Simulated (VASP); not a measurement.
Input of a VASP 6.6.1 run:

Contents of POSCAR:

```
Ag
1.0
    0.0000000000      2.0427500000      2.0427500000
    2.0427500000      0.0000000000      2.0427500000
    2.0427500000      2.0427500000      0.0000000000
Ag
1
Direct
    0.0000000000      0.0000000000      0.0000000000
```

Contents of INCAR.step1:

```
SYSTEM = Ag
ALGO     = Normal         ! electronic algorithm
EDIFF    = 1E-4           ! SCF threshold, eV
ENCUT    = 520            ! plane-wave cutoff, eV
GGA      = PE             ! functional
GGA_COMPAT= .FALSE.      
ISMEAR   = -1             ! smearing method
LASPH    = .TRUE.         ! aspherical terms in the spheres
LCHARG   = .FALSE.        ! write CHGCAR
LMAXMIX  = 4              ! l up to which the mixer works
LREAL    = .FALSE.        ! projectors in reciprocal space
LSORBIT  = .TRUE.         ! spin-orbit coupling
LWAVE    = .TRUE.         ! write WAVECAR
MAGMOM   = 0 0 0          ! initial moments
NBANDS   = 22             ! bands
NELM     = 150            ! most SCF steps
PREC     = Accurate       ! precision mode
SIGMA    = 0.05           ! smearing width, eV
```

The input INCAR.step2:

```
SYSTEM = Ag
ALGO     = Normal         ! electronic algorithm
EDIFF    = 1E-7           ! SCF threshold, eV
ENCUT    = 520            ! plane-wave cutoff, eV
GGA_COMPAT= .FALSE.      
ISIF     = 2              ! what is computed and relaxed
ISMEAR   = -1             ! smearing method
ISTART   = 1            
LASPH    = .TRUE.         ! aspherical terms in the spheres
LCHARG   = .FALSE.        ! write CHGCAR
LMAXMIX  = 4              ! l up to which the mixer works
LMIXTAU  = .TRUE.       
LORBIT   = 11             ! projections on sites
LORBMOM  = .TRUE.       
LREAL    = .FALSE.        ! projectors in reciprocal space
LSORBIT  = .TRUE.         ! spin-orbit coupling
LWAVE    = .FALSE.        ! write WAVECAR
MAGMOM   = 0 0 0          ! initial moments
METAGGA  = R2SCAN         ! meta-GGA
NBANDS   = 22             ! bands
NELM     = 150            ! most SCF steps
PREC     = Accurate       ! precision mode
SIGMA    = 0.05           ! smearing width, eV
```

KPOINTS

```
k-points
0
G
  11 11 11
  0 0 0
```

Potentials or basis: VASP PAW PBE potentials, release 64 (Ag).

Command:

```console
$ cat potpaw_PBE.64/Ag/POTCAR > POTCAR
$ cp INCAR.step1 INCAR
$ mpirun -np 1 vasp_ncl > vasp.out
$ cp INCAR.step2 INCAR
$ mpirun -np 1 vasp_ncl > vasp.out
```

Task: Predict the pressure.

Result: 1.2 GPa.

Task: Estimate the net moment.

Result: 0.00 μB per cell.

Moments on the atoms (μB; x, y, z):
```
Ag  0.00 0.00 0.00
```

Caveat: the PAW data sets were made with another functional, which shifts forces and pressure a little.
